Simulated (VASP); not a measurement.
# Li3H8 (P-3m1) in VASP: notebook

The runs below take Li3H8 through single point, relaxation of cell and atoms, with PBE.

Everything below comes from runs of VASP 6.6.1. Logs are shortened: lines on timing, memory, paths and dates and some standing lists are left out, and cuts for length are marked.

**1. The cell of the first run**

Symmetry: P-3m1, No. 164, trigonal system. The conventional cell has a = 4.218 Å, b = 4.218 Å, c = 5.711 Å, α = 90.00°, β = 90.00°, γ = 120.00°. Li (site symmetry 3m) has 7 H at 1.85 to 2.32 Å within 2.5 Å. Li (site symmetry -3m) has 18 H at 2.50 to 3.11 Å and 6 Li at 3.01 Å within 3.3 Å. Within 1.9 Å of H (site symmetry 2) lie 3 H at 1.23 to 1.75 Å and 2 Li at 1.85 Å. Within 3.1 Å of H (site symmetry 3m) lie 7 Li at 2.32 to 2.72 Å and 9 H at 2.67 to 2.75 Å.

The cell was generated, and may not be a known phase.

**2. Single point, PBE**

INCAR reads:

```
SYSTEM = Li3H8
  PREC = Accurate
  ENCUT = 520
  EDIFF = 1E-7
  ISMEAR = 0
  SIGMA = 0.1
  LREAL = .FALSE.
  LASPH = .TRUE.
  NELM = 60
  ALGO = Normal
  ISIF = 2
  LWAVE = .FALSE.
  LCHARG = .TRUE.
  GGA = PE
  LELF = .TRUE.
  LVHAR = .TRUE.
  NBANDS = 20
```

KPOINTS reads:

```
regular mesh
0
G
  6 6 4
  0 0 0
```

POSCAR reads:

```
Li3H8
1.0
    4.2177614500      0.0000000000      0.0000000000
   -2.1088807200      3.6526885600      0.0000000000
    0.0000000000      0.0000000000      5.7112439100
Li H
3 8
Direct
    0.3333333300      0.6666666700      0.8095536900
    0.6666666700      0.3333333300      0.1904463100
    0.0000000000      0.0000000000      0.5000000000
    0.7078085600      0.0000000000      0.0000000000
    0.0000000000      0.7078085600      0.0000000000
    0.2921914400      0.2921914400      0.0000000000
    0.2921914400      0.0000000000      0.0000000000
    0.0000000000      0.2921914400      0.0000000000
    0.7078085600      0.7078085600      0.0000000000
    0.3333333300      0.6666666700      0.4033600500
    0.6666666700      0.3333333300      0.5966399500
```

Potentials or basis: VASP PAW PBE potentials, release 64 (Li_sv, H).

On the command line:

```bash
$ cat potpaw_PBE.64/Li_sv/POTCAR potpaw_PBE.64/H/POTCAR > POTCAR
$ mpirun -np 1 vasp_std > vasp.out
```

OUTCAR:

```text
SYSTEM = Li3H8
   PREC = Accurate
   ENCUT = 520
   EDIFF = 1E-7
   ISMEAR = 0
   LREAL = .FALSE.
   LASPH = .TRUE.
   NELM = 60
   ISIF = 2
   GGA = PE

 ion  position               nearest neighbor table
   1  0.333  0.667  0.810-
   2  0.667  0.333  0.190-
   3  0.000  0.000  0.500-
   4  0.708  0.000  0.000-
   5  0.000  0.708  0.000-
   6  0.292  0.292  0.000-
   7  0.292  0.000  0.000-
   8  0.000  0.292  0.000-
   9  0.708  0.708  0.000-
  10  0.333  0.667  0.403-
  11  0.667  0.333  0.597-

  LATTYP: Found a hexagonal cell.
 ALAT       =     4.2177614500
 C/A-ratio  =     1.3540936295

  Lattice vectors:

 A1 = (   4.2177614500,   0.0000000000,   0.0000000000)
 A2 = (  -2.1088807200,   3.6526885600,   0.0000000000)
 A3 = (   0.0000000000,   0.0000000000,   5.7112439100)

Analysis of symmetry for initial positions (statically):
=====================================================================
 Subroutine PRICEL returns:
 Original cell was already a primitive cell.

 Routine SETGRP: Setting up the symmetry group for a
 hexagonal supercell.

 Subroutine GETGRP returns: Found 12 space group operations
 (whereof 12 operations were pure point group operations)
 out of a pool of 24 trial point group operations.

The static configuration has the point symmetry D_3d.

Analysis of symmetry for dynamics (positions and initial velocities):
=====================================================================
 Subroutine PRICEL returns:
 Original cell was already a primitive cell.

 Routine SETGRP: Setting up the symmetry group for a
 hexagonal supercell.

 Subroutine GETGRP returns: Found 12 space group operations
 (whereof 12 operations were pure point group operations)
 out of a pool of 24 trial point group operations.

The dynamic configuration has the point symmetry D_3d.

 Subroutine INISYM returns: Found 12 space group operations
 (whereof 12 operations are pure point group operations),
 and found     1 'primitive' translations

----------------------------------------------------------------------------------------

                                     Primitive cell

  volume of cell :      87.9884
[... 111 lines left out ...]
   NFREE  =      0    steps in history (QN), initial steepest desc. (CG)
   ISIF   =      2    stress and relaxation
   ISYM   =      2    0-nonsym 1-usesym 2-fastsym
   POTIM  = 0.5000    time-step for ionic-motion
   TEBEG  =    0.0;   TEEND  =   0.0 temperature during run
   PSTRESS=    0.0 pullay stress
   NELECT =      17.0000    total number of electrons
   NUPDOWN=      -1.0000    fix difference up-down
   EMIN   =  10.00;   EMAX   =-10.00  energy-range for DOS
   EFERMI =   0.00;   METHOD = LEGACY
   ISMEAR =     0;   SIGMA  =   0.10  broadening in eV -4-tet -1-fermi 0-gaus
   EFERMI_NEDOS =   21; number of points for ismear=-14 and -15
   IALGO  =     38    algorithm
   IMIX   =      4    mixing-type and parameters
     AMIX     =   0.40;   BMIX     =  1.00
     AMIX_MAG =   1.60;   BMIX_MAG =  1.00
  volume/ion in A,a.u.               =       8.00        53.98
  Fermi-wavevector in a.u.,A,eV,Ry     =   0.946417  1.788469 12.186817  0.895706
  Thomas-Fermi vector in A             =   2.074413
   LORBIT       =      0    0 simple, 1 ext, 2 COOP (PROOUT), +10 PAW based schemes
   GGA     = PE    functional components
   LHFCALC =     F    Hartree Fock is set to
   AEXX    =    0.0000 exact exchange contribution
   IVDW    =     0    specifies the selected vdW correction
   LEPSILON=     F    determine dielectric tensor
   LRPA    =     F    only Hartree local field effects (RPA)
 non-spin polarized calculation
 Gauss-broadening in eV      SIGMA  =   0.10
  energy-cutoff  :      520.00
  volume of cell :       87.99
 maximum number of plane-waves:      2398
 NGX is ok and might be reduce to    32
   NGX = 15   NGY = 15   NGZ = 21

 number of electron      17.0000005 magnetization

 Free energy of the ion-electron system (eV)
  ---------------------------------------------------
  ext. energy  EPLUGINS =         0.00000000
  ---------------------------------------------------
  free energy    TOTEN  =       -28.68063192 eV

  energy without entropy =      -28.66916085  energy(sigma->0) =      -28.67489639

 E-fermi :   0.6765     XC(G=0):  -7.8769

 val. band max:        0.6214217990   @ k =   0.3333   0.0000   0.0000
 cond. band min:       0.7032924562   @ k =   0.1667   0.0000   0.0000
 fundamental gap:      0.0818706572
 Fermi energy:         0.6765327137

 k-point     1 :       0.0000    0.0000    0.0000
  band No.  band energies     occupation
      1     -46.6482      2.00000
      2     -45.9739      2.00000
      3     -45.9672      2.00000
      4     -10.4288      2.00000
      5      -3.4411      2.00000
      6      -3.0965      2.00000
[... 541 lines left out ...]
     19      10.5889      0.00000
     20      10.5889      0.00000

------------------------ aborting loop because EDIFF is reached ----------------------------------------

  FORCE on cell =-STRESS in cart. coord.  units (eV):
  Direction    XX          YY          ZZ          XY          YZ          ZX
  --------------------------------------------------------------------------------------
  -------------------------------------------------------------------------------------
  Total       -2.8875004     -2.8875004      0.5943972     -0.0000000      0.0000000     -0.0000000
  in kB      -52.5783890    -52.5783889     10.8233573     -0.0000001      0.0000000     -0.0000000
  external PRESSURE =     -31.4444735 kB  Pullay stress =       0.0000000 kB

 VOLUME and BASIS-vectors are now :
 -----------------------------------------------------------------------------
  energy-cutoff  :      520.00
  volume of cell :       87.99
      direct lattice vectors                 reciprocal lattice vectors
     4.217761450  0.000000000  0.000000000     0.237092593  0.136885472  0.000000000
    -2.108880720  3.652688560  0.000000000     0.000000000  0.273770945  0.000000000
     0.000000000  0.000000000  5.711243910     0.000000000  0.000000000  0.175093205

 POSITION                                       TOTAL-FORCE (eV/Angst)
 -----------------------------------------------------------------------------------
     -0.00000      2.43513      4.62356        -0.000000      0.000000     -1.135422
      2.10888      1.21756      1.08769        -0.000000      0.000000      1.135422
      0.00000      0.00000      2.85562        -0.000000      0.000000      0.000000
      2.98537      0.00000      0.00000         0.547331     -0.000000      0.000000
     -1.49268      2.58540      0.00000        -0.273666      0.474003     -0.000000
      0.61620      1.06728      0.00000        -0.273666     -0.474003     -0.000000
      1.23239      0.00000      0.00000        -0.547331      0.000000     -0.000000
     -0.61620      1.06728      0.00000         0.273666     -0.474003      0.000000
      1.49268      2.58540      0.00000         0.273666      0.474003     -0.000000
     -0.00000      2.43513      2.30369        -0.000000     -0.000000     -0.076927
      2.10888      1.21756      3.40756        -0.000000      0.000000      0.076927
 -----------------------------------------------------------------------------------
    total drift:                               -0.000000      0.000000      0.000000

  FREE ENERGIE OF THE ION-ELECTRON SYSTEM (eV)
  ---------------------------------------------------
  free  energy   TOTEN  =       -28.6806319199 eV

  energy  without entropy=      -28.6691608508  energy(sigma->0) =      -28.67489639
```

It took 73 s on 1 thread of Oxide Virtual Turin-like, shared host; peak memory 0.16 GiB.

Results:

```yaml
Free_energy: -28.6806 eV
Largest_force: 1.135 eV/Å
Band_gap_on_the_k_mesh: zero (an odd number of electrons rules out a gap without spin polarisation)
```

Forces on the atoms (eV/Å):
```
Li   0.000  0.000 -1.135
Li   0.000  0.000  1.135
Li   0.000  0.000  0.000
H    0.547  0.000  0.000
H   -0.274  0.474  0.000
H   -0.274 -0.474  0.000
H   -0.547  0.000  0.000
H    0.274 -0.474  0.000
H    0.274  0.474  0.000
H    0.000  0.000 -0.077
H    0.000  0.000  0.077
```

Caveat: the cutoff is under 1.25 times the usual one of these potentials, so pressure, stress and relaxed cells hold a basis-set (Pulay) error; an odd number of electrons without spin polarisation forces a metal; a magnetic or distorted state may lie lower.

(Continued in part 2 of 2.)

The gap in the log of VASP goes by the Fermi energy; the results here count the filled bands.